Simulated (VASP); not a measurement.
Be, 1 atom in the cell. It takes space group Fm-3m (No. 225, cubic). Conventional cell: a = 3.055 Å, b = 3.055 Å, c = 3.055 Å, α = 90.00°, β = 90.00°, γ = 90.00°. Within 2.9 Å of Be (site symmetry m-3m) lie 12 Be at 2.16 Å. This isn't the form of Be at room conditions, which is hcp.

* Program: VASP 6.6.1
* Task: relaxation of cell and atoms
* Functional: PBEsol
* Potentials or basis: VASP PAW PBE potentials, release 64 (Be)
* Cutoff: 600 eV
* k mesh: 21 × 21 × 21
* Occupations: fermi-dirac, width 0.08 eV
* Spin: no spin polarisation
* Target pressure: 13 GPa
* Dipole correction: no
* Further INCAR settings: ALGO = Normal; EDIFF = 1e-06; IBRION = 2; EDIFFG = -0.005; NSW = 60; ISIF = 3

Potentials or basis: VASP PAW PBE potentials, release 64 (Be).

Launch:

```sh
$ cat potpaw_PBE.64/Be/POTCAR > POTCAR
$ mpirun -np 1 vasp_std > vasp.out
```

Hardware: 1 thread of AMD EPYC 9R45 96-Core Processor (Zen 5), on a shared host.

Question: Estimate the wall time of this run.

Answer: Wall time 5.7 s on 1 thread of AMD EPYC 9R45 96-Core Processor (Zen 5) (shared host), peak memory 0.09 GiB. Counts: scf iterations 11, k points 286, ion steps 2.
